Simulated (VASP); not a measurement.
MoS2, 3 atoms in the cell. It takes space group R3m (No. 160, trigonal). The conventional cell has a = 3.212 Å, b = 3.212 Å, c = 18.753 Å, α = 90.00°, β = 90.00°, γ = 120.00°. Mo (site symmetry 3m) has 6 S at 2.43 Å and 6 Mo at 3.21 Å within 3.3 Å. Within 3.3 Å of S (site symmetry 3m) lie 3 Mo at 2.43 Å and 7 S at 3.13 to 3.21 Å. Within 3.3 Å of S (site symmetry 3m) lie 3 Mo at 2.43 Å and 7 S at 3.13 to 3.21 Å. 

| Quantity | Value |
| --- | --- |
| Program | VASP 6.6.1 |
| Task | single point |
| Functional | PBEsol |
| Potentials or basis | VASP PAW PBE potentials, release 64 (Mo_sv, S) |
| Cutoff | 520 eV |
| k mesh | 11 × 11 × 11 |
| Occupations | methfessel-paxton, width 0.1 eV |
| Spin | no spin polarisation |
| Dipole correction | no |
| Further INCAR settings | ALGO = Normal; EDIFF = 1e-06; NBANDS = 20 |

Potentials or basis: VASP PAW PBE potentials, release 64 (Mo_sv, S).

The run is started by

```sh
$ cat potpaw_PBE.64/Mo_sv/POTCAR potpaw_PBE.64/S/POTCAR > POTCAR
$ mpirun -np 1 vasp_std > vasp.out
```

Hardware: 1 thread of Intel Xeon 8259CL, on a shared host.

Problem. How long does it take, and how much memory?

Solution. Run time: 13 min on 1 thread of Intel Xeon 8259CL, on a shared host, peak memory 0.41 GiB. Counts: scf iterations 14, k points 146.
